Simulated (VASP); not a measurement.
IrS, 2 atoms in the cell. The structure is cubic, space group F-43m (No. 216). The conventional cell has a = 5.273 Å, b = 5.273 Å, c = 5.273 Å, α = 90.00°, β = 90.00°, γ = 90.00°. Within 3.0 Å of Ir (site symmetry -43m) lie 4 S at 2.28 Å. Within 3.0 Å of S (site symmetry -43m) lie 4 Ir at 2.28 Å. 

- Program: VASP 6.6.1
- Task: single point
- Functional: PBE
- Potentials or basis: VASP PAW PBE potentials, release 64 (Ir, S)
- Cutoff: 520 eV
- k mesh: 10 × 10 × 10
- Occupations: gaussian, width 0.05 eV
- Spin: no spin polarisation
- Dipole correction: no
- Further INCAR settings: ALGO = Normal; EDIFF = 1e-06; NBANDS = 14

Potentials or basis: VASP PAW PBE potentials, release 64 (Ir, S).

The run is started by

```bash
$ cat potpaw_PBE.64/Ir/POTCAR potpaw_PBE.64/S/POTCAR > POTCAR
$ mpirun -np 1 vasp_std > vasp.out
```

Hardware: 1 thread of Intel Xeon 8259CL, on a shared host.

Estimate the wall time of this run.

It took 30 s on 1 thread of Intel Xeon 8259CL (shared host), peak memory 0.17 GiB. Counts: scf iterations 13, k points 47.
